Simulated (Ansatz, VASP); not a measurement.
# One calculation of C, two programs

```
CELL_PARAMETERS angstrom
2.46487 0.00000 0.00000
-1.23244 2.13464 0.00000
0.00000 0.00000 20.59749
ATOMIC_POSITIONS crystal
C 0.66667 0.33333 0.58633
C 0.66667 0.33333 0.08635
C 0.66667 0.33333 0.41365
C 0.66667 0.33333 0.91367
C 0.00000 0.00000 0.25000
C 0.33333 0.66667 0.91365
C 0.00000 0.00000 0.75000
C 0.66667 0.33333 0.25000
C 0.33333 0.66667 0.41367
C 0.33333 0.66667 0.75000
C 0.33333 0.66667 0.08633
C 0.33333 0.66667 0.58635
```

Alike in both runs: functional PBE; dispersion D3(BJ); k mesh 18 × 18 × 2; occupations gaussian, width 0.1 eV; no spin polarisation.

Ansatz relaxed the structure, and its values are those at the end. VASP's run is a single point on that final structure, the one shown.

```csv
,VASP,Ansatz
version,VASP 6.6.1,Ansatz 0.2.0
potentials or method,"VASP PAW PBE potentials, release 64 (C), cutoff 600 eV","scalar-relativistic, plane waves, PAW"
valence electrons in the cell,48,48
```

```csv
,VASP,Ansatz,Ansatz less VASP
gap on the k mesh at the Fermi level (eV),none,none,-
pressure (GPa),0.0,0.0,-0.03
```

A gap of «none» marks a metal or a gap that the smearing closes.
